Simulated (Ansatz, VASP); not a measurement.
Given: the input of a run of Ansatz 0.2.0 on SnTe.

input.yaml

```yaml
crystal:
  lattice:
    - [0.0, 3.6819707652, 3.6819707652]
    - [3.6819707652, 0.0, 3.6819707652]
    - [3.6819707652, 3.6819707652, 0.0]
  atoms:
    - { symbol: Te, position: [0.25, 0.25, 0.25] }
    - { symbol: Sn, position: [0.0, 0.0, 0.0] }
kpoints:
  mp_grid: { grid: [7, 7, 7] }
scf:
  occupations: { method: fermi_dirac, width: 0.05 }
hamiltonian:
  xc: lda
  pseudopotentials: { kind: all_electron, lapw: { basis_error: 0.001 } }
output:
  forces: true
  stress: true
  eigenvalues: true
```

Potentials or basis: all-electron LAPW, scalar-relativistic.

Run with:

```bash
$ ansatz run input.yaml --threads 1 --pin off --max-ram 3072MiB --backend cpu --events-out ev --progress --plain --runs-dir out
```

Problem. Translate it to VASP 6.6.1. Potentials there: VASP PAW LDA potentials, release 64 (Te, Sn_d).

Solution. As run (the cutoff follows the program's own potentials):

Contents of INCAR:

```
  ALGO = Normal
  EDIFF = 1E-6
  ENCUT = 520
  GGA = CA
  ISIF = 2
  ISMEAR = -1
  LASPH = True
  LCHARG = True
  LELF = True
  LREAL = False
  LVHAR = True
  LWAVE = False
  NBANDS = 17
  NELM = 100
  PREC = Accurate
  SIGMA = 0.05
```

The input KPOINTS:

```
k-points
0
Gamma
  7 7 7
```

File POSCAR:

```
SnTe
1.0
    0.0000000000      3.6819707652      3.6819707652
    3.6819707652      0.0000000000      3.6819707652
    3.6819707652      3.6819707652      0.0000000000
Te Sn
1 1
Direct
    0.2500000000      0.2500000000      0.2500000000
    0.0000000000      0.0000000000      0.0000000000
```

Potentials or basis: VASP PAW LDA potentials, release 64 (Te, Sn_d).

Launch:

```console
$ cat potpaw_LDA.64/Te/POTCAR potpaw_LDA.64/Sn_d/POTCAR > POTCAR
$ mpirun -np 1 vasp_std > vasp.out
```

Both were run:

|  | VASP | Ansatz | Ansatz less VASP |
| --- | --- | --- | --- |
| gap on the k mesh at the Fermi level (eV) | 0.37 | 0.38 | +0.008 |
| least direct gap on the mesh (eV) | 0.81 | 0.81 | +0.006 |
| pressure (GPa) | -3.2 | -3.2 | -0.01 |

LDA's correlation is that of Perdew and Zunger in VASP and of Perdew and Wang (1992) in Ansatz. Ansatz ran all-electron here, and VASP with PAW potentials.

Spin-orbit coupling is off throughout.
